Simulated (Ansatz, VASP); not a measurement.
**AlN: VASP beside Ansatz**

```
Al N
1.0
     4.40252    0.00000    0.00000
     0.00000   -4.40252    0.00000
     0.00000    0.00000   -4.40252
Al N
4 4
Direct
  0.95953 0.94276 0.95953
  0.50000 0.50000 0.00000
  0.50000 0.00000 0.50000
  0.00000 0.50000 0.50000
  0.75000 0.75000 0.75000
  0.25000 0.25000 0.75000
  0.25000 0.75000 0.25000
  0.75000 0.25000 0.25000
```

Alike in both runs: task single point; functional PBE; k mesh 6 × 6 × 6; occupations gaussian, width 0.05 eV; no spin polarisation.

|  | VASP | Ansatz |
| --- | --- | --- |
| version | VASP 6.6.1 | Ansatz 0.2.0 |
| potentials or method | VASP PAW PBE potentials, release 64 (Al, N), cutoff 520 eV | scalar-relativistic, plane waves, PAW |
| valence electrons in the cell | 32 | 32 |

```tsv
	VASP	Ansatz	Ansatz less VASP
gap on the k mesh at the Fermi level (eV)	2.43	2.43	+0.007
least direct gap on the mesh (eV)	2.43	2.43	+0.007
pressure (GPa)	6.4	6.5	+0.13
traceless stress, the component that is largest in VASP (GPa)	-8.89	-8.84	+0.052
rms of the force components (eV/Å)	3.365	3.355	-0.0104
```

Atom by atom the forces differ by 0.012 eV/Å (rms over components). The functional is the same, so the differences come from potentials, cutoffs and numerics.
